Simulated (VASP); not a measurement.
# MgO (R-3m) in VASP: a series of runs

Runs on MgO. Level: r2SCAN. Tasks: single point.

Program: VASP 6.6.1. These are calculated values, not measurements. Logs are shortened: lines on timing, memory, paths and dates and some standing lists are left out, and cuts for length are marked.

### 1 The cell of the first run

Symmetry: R-3m, No. 166, trigonal system. The conventional cell has a = 2.397 Å, b = 2.397 Å, c = 11.741 Å, α = 90.00°, β = 90.00°, γ = 120.00°. Mg (site symmetry -3m) has 6 Mg at 2.40 Å and 6 O at 2.40 Å within 3.2 Å. O (site symmetry -3m) has 6 O at 2.40 Å and 6 Mg at 2.40 Å within 3.2 Å.

### 2 Single point, r2SCAN

Input file POSCAR:

```
MgO
1.0
    1.1297797854      2.8244494634      2.8244494634
    2.8244494634      1.1297797854      2.8244494634
    2.8244494634      2.8244494634      1.1297797854
Mg O
1 1
Direct
    0.0000000000      0.0000000000      0.0000000000
    0.5000000000      0.5000000000      0.5000000000
```

Input file INCAR.step1:

```
SYSTEM = MgO
PREC     = Accurate       ! precision mode
ENCUT    = 520            ! plane-wave cutoff, eV
ISMEAR   = 0              ! smearing method
SIGMA    = 0.05           ! smearing width, eV
LREAL    = .FALSE.        ! projectors in reciprocal space
LASPH    = .TRUE.         ! aspherical terms in the spheres
NELM     = 80             ! most SCF steps
NBANDS   = 11             ! bands
GGA      = PE             ! functional
ALGO     = Normal         ! electronic algorithm
EDIFF    = 1E-4           ! SCF threshold, eV
LWAVE    = .TRUE.         ! write WAVECAR
LCHARG   = .FALSE.        ! write CHGCAR
```

Input file INCAR.step2:

```
SYSTEM = MgO
PREC     = Accurate       ! precision mode
ENCUT    = 520            ! plane-wave cutoff, eV
EDIFF    = 1E-6           ! SCF threshold, eV
ISMEAR   = 0              ! smearing method
SIGMA    = 0.05           ! smearing width, eV
LREAL    = .FALSE.        ! projectors in reciprocal space
LASPH    = .TRUE.         ! aspherical terms in the spheres
NELM     = 80             ! most SCF steps
ALGO     = Normal         ! electronic algorithm
ISIF     = 2              ! what is computed and relaxed
LWAVE    = .FALSE.        ! write WAVECAR
LCHARG   = .FALSE.        ! write CHGCAR
METAGGA  = R2SCAN         ! meta-GGA
LMIXTAU  = .TRUE.       
NBANDS   = 11             ! bands
ISTART   = 1
```

Input file KPOINTS:

```
regular mesh
0
G
  10 10 10
  0 0 0
```

Potentials or basis: VASP PAW PBE potentials, release 64 (Mg, O).

The run is started by

```sh
$ cat potpaw_PBE.64/Mg/POTCAR potpaw_PBE.64/O/POTCAR > POTCAR
$ cp INCAR.step1 INCAR
$ mpirun -np 1 vasp_std > vasp.out
$ cp INCAR.step2 INCAR
$ mpirun -np 1 vasp_std > vasp.out
```

OUTCAR:

```text
SYSTEM = MgO
   PREC = Accurate
   ENCUT = 520
   EDIFF = 1E-6
   ISMEAR = 0
   LREAL = .FALSE.
   LASPH = .TRUE.
   NELM = 80
   ISIF = 2
   METAGGA = R2SCAN
   ISTART = 1

 ion  position               nearest neighbor table
   1  0.000  0.000  0.000-   2 2.40   2 2.40   2 2.40   2 2.40   2 2.40   2 2.40
   2  0.500  0.500  0.500-   1 2.40   1 2.40   1 2.40   1 2.40   1 2.40   1 2.40

  LATTYP: Found a trigonal (rhomboedric) cell.
 ALAT       =     4.1510759938
 COS(alpha) =     0.8333333333

  Lattice vectors:

 A1 = (   1.1297797854,   2.8244494634,   2.8244494634)
 A2 = (   2.8244494634,   1.1297797854,   2.8244494634)
 A3 = (   2.8244494634,   2.8244494634,   1.1297797854)

Analysis of symmetry for initial positions (statically):
=====================================================================
 Subroutine PRICEL returns:
 Original cell was already a primitive cell.

 Routine SETGRP: Setting up the symmetry group for a
 trigonal (rhombohedral) supercell.

 Subroutine GETGRP returns: Found 12 space group operations
 (whereof 12 operations were pure point group operations)
 out of a pool of 12 trial point group operations.

The static configuration has the point symmetry D_3d.

Analysis of symmetry for dynamics (positions and initial velocities):
=====================================================================
 Subroutine PRICEL returns:
 Original cell was already a primitive cell.

 Routine SETGRP: Setting up the symmetry group for a
 trigonal (rhombohedral) supercell.

 Subroutine GETGRP returns: Found 12 space group operations
 (whereof 12 operations were pure point group operations)
 out of a pool of 12 trial point group operations.

The dynamic configuration has the point symmetry D_3d.

 Subroutine INISYM returns: Found 12 space group operations
 (whereof 12 operations are pure point group operations),
 and found     1 'primitive' translations

----------------------------------------------------------------------------------------

                                     Primitive cell

  volume of cell :      19.4677

  direct lattice vectors                    reciprocal lattice vectors
     1.129779785  2.824449463  2.824449463    -0.344216540  0.245868957  0.245868957
     2.824449463  1.129779785  2.824449463     0.245868957 -0.344216540  0.245868957
     2.824449463  2.824449463  1.129779785     0.245868957  0.245868957 -0.344216540

  length of vectors
     4.151075994  4.151075994  4.151075994     0.489273047  0.489273047  0.489273047

  position of ions in fractional coordinates (direct lattice)
     0.000000000  0.000000000  0.000000000
     0.500000000  0.500000000  0.500000000

  ion indices of the primitive-cell ions
   primitive index   ion index
                 1           1
                 2           2

----------------------------------------------------------------------------------------

 KPOINTS: regular mesh

Automatic generation of k-mesh.
 Grid dimensions read from file:
 generate k-points for:   10   10   10

 Generating k-lattice:

  Cartesian coordinates                     Fractional coordinates (reciprocal lattice)
    -0.034421654  0.024586896  0.024586896     0.100000000  0.000000000  0.000000000
     0.024586896 -0.034421654  0.024586896     0.000000000  0.100000000  0.000000000
     0.024586896  0.024586896 -0.034421654     0.000000000  0.000000000  0.100000000

  Length of vectors
     0.048927305  0.048927305  0.048927305

  Shift w.r.t. Gamma in fractional coordinates (k-lattice)
     0.000000000  0.000000000  0.000000000

 Subroutine IBZKPT returns following result:
 ===========================================

 Found    116 irreducible k-points:

 Following reciprocal coordinates:
            Coordinates               Weight
  0.000000  0.000000  0.000000      1.000000
  0.100000  0.000000  0.000000      6.000000
  0.200000  0.000000  0.000000      6.000000
  0.300000  0.000000  0.000000      6.000000
  0.400000 -0.000000 -0.000000      6.000000
  0.500000 -0.000000 -0.000000      3.000000
[... 16 lines left out ...]
  0.300000  0.300000  0.000000      6.000000
  0.400000  0.300000  0.000000     12.000000
 [... further k-points ...]
   k-points           NKPTS =    116   k-points in BZ     NKDIM =    116   number of bands    NBANDS=     11
   number of dos      NEDOS =    301   number of ions     NIONS =      2
   total plane-waves  NPLWV =  32768
   dimension x,y,z NGX =    32 NGY =   32 NGZ =   32
   dimension x,y,z NGXF=    64 NGYF=   64 NGZF=   64
   ions per type =               1   1
   NGX,Y,Z   is equivalent  to a cutoff of  12.82, 12.82, 12.82 a.u.
   NGXF,Y,Z  is equivalent  to a cutoff of  25.63, 25.63, 25.63 a.u.
 SYSTEM =  MgO
   PREC   = accura    normal or accurate (medium, high low for compatibility)
   ISTART =      1    job   : 0-new  1-cont  2-samecut
   ICHARG =      0    charge: 1-file 2-atom 10-const
   ISPIN  =      1    spin polarized calculation?
   LNONCOLLINEAR =      F non collinear calculations
   LSORBIT =      F    spin-orbit coupling
   LASPH  =      T    aspherical Exc in radial PAW
   ENCUT  =  520.0 eV  38.22 Ry    6.18 a.u.   7.72  7.72  7.72*2*pi/ulx,y,z
   NELM   =     80;   NELMIN=  2; NELMDL=  0     # of ELM steps
   EDIFF  = 0.1E-05   stopping-criterion for ELM
   LREAL  =      F    real-space projection
   EDIFFG = 0.1E-04   stopping-criterion for IOM
   NSW    =      0    number of steps for IOM
   IBRION =     -1    ionic relax: 0-MD 1-quasi-New 2-CG
   NFREE  =      0    steps in history (QN), initial steepest desc. (CG)
   ISIF   =      2    stress and relaxation
   ISYM   =      2    0-nonsym 1-usesym 2-fastsym
   POTIM  = 0.5000    time-step for ionic-motion
   TEBEG  =    0.0;   TEEND  =   0.0 temperature during run
   PSTRESS=    0.0 pullay stress
   NELECT =       8.0000    total number of electrons
   NUPDOWN=      -1.0000    fix difference up-down
   EMIN   =  10.00;   EMAX   =-10.00  energy-range for DOS
   EFERMI =   0.00;   METHOD = LEGACY
   ISMEAR =     0;   SIGMA  =   0.05  broadening in eV -4-tet -1-fermi 0-gaus
   EFERMI_NEDOS =   21; number of points for ismear=-14 and -15
   IALGO  =     38    algorithm
   IMIX   =      4    mixing-type and parameters
     AMIX     =   0.40;   BMIX     =  1.00
     AMIX_MAG =   1.60;   BMIX_MAG =  1.00
  volume/ion in A,a.u.               =       9.73        65.69
  Fermi-wavevector in a.u.,A,eV,Ry     =   1.217119  2.300022 20.155386  1.481379
  Thomas-Fermi vector in A             =   2.352450
   LORBIT       =      0    0 simple, 1 ext, 2 COOP (PROOUT), +10 PAW based schemes
   METAGGA = R2SCAN    functional components
   LHFCALC =     F    Hartree Fock is set to
   AEXX    =    0.0000 exact exchange contribution
   IVDW    =     0    specifies the selected vdW correction
   LEPSILON=     F    determine dielectric tensor
   LRPA    =     F    only Hartree local field effects (RPA)
 non-spin polarized calculation
 Gauss-broadening in eV      SIGMA  =   0.05
  energy-cutoff  :      520.00
  volume of cell :       19.47
 maximum number of plane-waves:       548
   NGX = 15   NGY = 15   NGZ = 15

 number of electron       7.9999999 magnetization

 Free energy of the ion-electron system (eV)
  ---------------------------------------------------
  ext. energy  EPLUGINS =         0.00000000
  ---------------------------------------------------
  free energy    TOTEN  =        -9.08226462 eV

  energy without entropy =       -9.08126310  energy(sigma->0) =       -9.08176386

 E-fermi :   5.3921     XC(G=0): -11.7904

 val. band max:        5.3536924205   @ k =  -0.2000   0.1000   0.1000
 cond. band min:       5.4226647844   @ k =   0.5000   0.4000   0.4000
 fundamental gap:      0.0689723639
 Fermi energy:         5.3921108254

 k-point     1 :       0.0000    0.0000    0.0000
  band No.  band energies     occupation
      1     -15.0097      2.00000
      2      -0.6883      2.00000
      3       0.3576      2.00000
      4       6.2083      0.00000
      5       6.2083      0.00000
      6      16.2159      0.00000
      7      19.9805      0.00000
      8      25.8181      0.00000
      9      25.8181      0.00000
     10      30.3286      0.00000
     11      31.6867      0.00000

 k-point     2 :       0.1000    0.0000    0.0000
  band No.  band energies     occupation
      1     -14.8148      2.00000
      2      -0.6319      2.00000
      3       0.8077      2.00000
      4       5.5923      0.00000
      5       6.0761      0.00000
      6      16.0376      0.00000
      7      20.5016      0.00000
      8      22.8295      0.00000
      9      25.6116      0.00000
     10      29.9009      0.00000
     11      31.2478      0.00000

 k-point     3 :       0.2000    0.0000    0.0000
  band No.  band energies     occupation
      1     -14.2675      2.00000
      2      -0.2869      2.00000
      3       1.7601      2.00000
      4       4.2412      2.00000
      5       5.7427      0.00000
      6      15.3975      0.00000
      7      19.2874      0.00000
      8      21.6218      0.00000
      9      25.1024      0.00000
     10      26.2945      0.00000
     11      29.4200      0.00000
[... 267 lines left out ...]
 k-point    23 :       0.3000    0.3000    0.0000
  band No.  band energies     occupation
      1     -13.4731      2.00000
      2      -0.3772      2.00000
      3       1.7789      2.00000
      4       5.2871      1.99703
      5       5.3491      1.77582
      6      13.1954      0.00000
      7      16.6920      0.00000
      8      21.2644      0.00000
      9      23.9341      0.00000
     10      25.3094      0.00000
     11      30.0950      0.00000

 k-point    24 :       0.4000    0.3000    0.0000
  band No.  band energies     occupation
      1     -12.9902      2.00000
      2       0.0647      2.00000
      3       1.1818      2.00000
      4       4.7188      2.00000
      5       6.3631      0.00000
      6      12.0511      0.00000
      7      16.3408      0.00000
      8      20.1040      0.00000
      9      22.9141      0.00000
     10      25.1568      0.00000
     11      27.4658      0.00000

 [... further k-points ...]

------------------------ aborting loop because EDIFF is reached ----------------------------------------

  FORCE on cell =-STRESS in cart. coord.  units (eV):
  Direction    XX          YY          ZZ          XY          YZ          ZX
  --------------------------------------------------------------------------------------
  -------------------------------------------------------------------------------------
  Total        3.5827556      3.5827556      3.5827556     -7.2922620     -7.2922620     -7.2922620
  in kB      294.8577821    294.8577821    294.8577821   -600.1470520   -600.1470520   -600.1470520
  external PRESSURE =     294.8577821 kB  Pullay stress =       0.0000000 kB

 VOLUME and BASIS-vectors are now :
 -----------------------------------------------------------------------------
  energy-cutoff  :      520.00
  volume of cell :       19.47
      direct lattice vectors                 reciprocal lattice vectors
     1.129779785  2.824449463  2.824449463    -0.344216540  0.245868957  0.245868957
     2.824449463  1.129779785  2.824449463     0.245868957 -0.344216540  0.245868957
     2.824449463  2.824449463  1.129779785     0.245868957  0.245868957 -0.344216540

 POSITION                                       TOTAL-FORCE (eV/Angst)
 -----------------------------------------------------------------------------------
      0.00000      0.00000      0.00000         0.000000     -0.000000      0.000000
      3.38934      3.38934      3.38934        -0.000000      0.000000     -0.000000
 -----------------------------------------------------------------------------------
    total drift:                                0.000000      0.000000      0.000000

  FREE ENERGIE OF THE ION-ELECTRON SYSTEM (eV)
  ---------------------------------------------------
  free  energy   TOTEN  =        -9.0822646197 eV

  energy  without entropy=       -9.0812630988  energy(sigma->0) =       -9.08176386
```

Run time: 2 min. Hardware: 1 thread of Intel Xeon Platinum 8559C (Emerald Rapids), shared host; peak memory 0.2 GiB.

What came out:

| Property | Result |
| --- | --- |
| Free energy | -9.0823 eV |
| Pressure | 29.5 GPa |
| Band gap on the k mesh | zero (band 4 reaches 6.21 eV, above the bottom of band 5 at 4.77 eV) |

Stress tensor (GPa, compression positive):
```
 29.49 -60.01 -60.01
-60.01  29.49 -60.01
-60.01 -60.01  29.49
```

Caveat: the PAW data sets were made with another functional, which shifts forces and pressure a little.

### 3 Single point, r2SCAN

This run uses another cell than the first one, of the same volume but with other edges.

Input file POSCAR:

```
MgO
1.0
   -0.4627172392      1.9306477911      1.9306477911
    1.9306477911     -0.4627172392      1.9306477911
    1.9306477911      1.9306477911     -0.4627172392
Mg O
1 1
Direct
    0.0000000000      0.0000000000      0.0000000000
    0.5000000000      0.5000000000      0.5000000000
```

Input file INCAR.step1:

```
PREC = Accurate
ENCUT = 520
ISMEAR = 0
SIGMA = 0.05
LREAL = False
LASPH = True
NELM = 100
NBANDS = 11
GGA = PE
ALGO = Normal
EDIFF = 1E-4
LWAVE = True
LCHARG = False
```

Input file INCAR.step2:

```
PREC = Accurate
ENCUT = 520
EDIFF = 1E-6
ISMEAR = 0
SIGMA = 0.05
LREAL = False
LASPH = True
NELM = 100
ALGO = Normal
ISIF = 2
LWAVE = False
LCHARG = False
METAGGA = R2SCAN
LMIXTAU = True
NBANDS = 11
ISTART = 1
```

Input file KPOINTS:

```
Automatic mesh
0
Gamma
  10 10 10
```

Potentials or basis: VASP PAW PBE potentials, release 64 (Mg, O).

The run is started by

```sh
$ cat potpaw_PBE.64/Mg/POTCAR potpaw_PBE.64/O/POTCAR > POTCAR
$ cp INCAR.step1 INCAR
$ mpirun -np 1 vasp_std > vasp.out
$ cp INCAR.step2 INCAR
$ mpirun -np 1 vasp_std > vasp.out
```

Wall time 48 s (1 thread of Intel Xeon Platinum 8559C (Emerald Rapids), shared host); peak memory 0.16 GiB.

The run converged. Its results:

```yaml
Free_energy: -15.2203 eV
Pressure: -8.3 GPa
Band_gap_on_the_k_mesh: 3.44 eV, direct
```

Stress tensor (GPa, compression positive):
```
-8.34 15.49 15.49
15.49 -8.34 15.49
15.49 15.49 -8.34
```

Levels at points of the mesh, in eV from the valence-band top:
| k point | band 2 | band 3 | band 4 | band 5 | band 6 | band 7 |
| --- | --- | --- | --- | --- | --- | --- |
| (0.00, 0.00, 0.00) | -1.23 | -1.23 | 0.00 | 3.44 | 12.72 | 12.72 |
| (0.50, 0.00, 0.00) | -5.74 | -1.30 | -0.32 | 7.58 | 10.63 | 16.09 |
| (0.50, 0.50, 0.00) | -4.73 | -3.41 | -0.67 | 6.88 | 11.98 | 12.13 |
| (0.50, 0.50, 0.50) | -4.20 | -2.66 | -2.66 | 6.24 | 11.53 | 11.53 |

Caveat: the PAW data sets were made with another functional, which shifts forces and pressure a little.

### 4 Single point, r2SCAN

This run uses another cell than the first one, of the same volume but with other edges.

Input file POSCAR:

```
MgO
1.0
    0.5204527220      2.4245480462      2.4245480462
    2.4245480462      0.5204527220      2.4245480462
    2.4245480462      2.4245480462      0.5204527220
Mg O
1 1
Direct
    0.0000000000      0.0000000000      0.0000000000
    0.5000000000      0.5000000000      0.5000000000
```

Input file INCAR.step1:

```
SYSTEM = MgO
ALGO = Normal
EDIFF = 1E-4
ENCUT = 520
GGA = PE
ISMEAR = 0
LASPH = .True.
LCHARG = .False.
LREAL = .False.
LWAVE = .True.
NBANDS = 11
NELM = 100
PREC = Accurate
SIGMA = 0.05
```

Input file INCAR.step2:

```
SYSTEM = MgO
ALGO = Normal
EDIFF = 1E-6
ENCUT = 520
ISIF = 2
ISMEAR = 0
ISTART = 1
LASPH = .True.
LCHARG = .True.
LELF = .True.
LMIXTAU = .True.
LREAL = .False.
LVHAR = .True.
LWAVE = .False.
METAGGA = R2SCAN
NBANDS = 11
NELM = 100
PREC = Accurate
SIGMA = 0.05
```

Input file KPOINTS:

```
k-points
0
Gamma
  10 10 10
  0 0 0
```

The run is started by

```sh
$ cat potpaw_PBE.64/Mg/POTCAR potpaw_PBE.64/O/POTCAR > POTCAR
$ cp INCAR.step1 INCAR
$ mpirun -np 1 vasp_std > vasp.out
$ cp INCAR.step2 INCAR
$ mpirun -np 1 vasp_std > vasp.out
```

Wall time 96 s (1 thread of Intel Xeon Platinum 8559C (Emerald Rapids), shared host); peak memory 0.18 GiB.

The run converged. Its results:

- Free energy: -14.2912 eV
- Pressure: -3.5 GPa
- Band gap on the k mesh: 0.93 eV, direct

Stress tensor (GPa, compression positive):
```
 -3.54 -48.14 -48.14
-48.14  -3.54 -48.14
-48.14 -48.14  -3.54
```

Levels at points of the mesh, in eV from the valence-band top:
```
           k point  band 2  band 3  band 4  band 5  band 6  band 7
(0.00, 0.00, 0.00)   -3.46    0.00    0.00    0.93   13.01   16.42
(0.50, 0.00, 0.00)   -5.38   -3.12   -0.99    4.63   10.33   14.15
(0.50, 0.50, 0.00)   -5.22   -3.67   -1.12    5.80    9.39   11.81
(0.50, 0.50, 0.50)   -7.30   -0.20   -0.20    7.25    9.56   20.83
```

Caveat: the PAW data sets were made with another functional, which shifts forces and pressure a little.

### 5 Overview

| cell | gap on the mesh (eV) | pressure (GPa) |
| --- | --- | --- |
| a = 4.151 Å, angles 33.6°, 2 atoms | none | 29.5 |
| a = 2.769 Å, angles 75.3°, 2 atoms | 3.44 | -8.3 |
| a = 3.468 Å, angles 45.7°, 2 atoms | 0.93 | -3.5 |

Alike in all rows: task single point; level r2SCAN; potentials or basis VASP PAW PBE potentials, release 64 (Mg, O); no spin polarisation; k mesh 10 × 10 × 10; cutoff (eV) 520; smearing gaussian 0.05 eV.

Caveats: the PAW data sets were made with another functional, which shifts forces and pressure a little.

Total energies depend on the potentials used, so only differences within one code and one set of settings carry meaning.
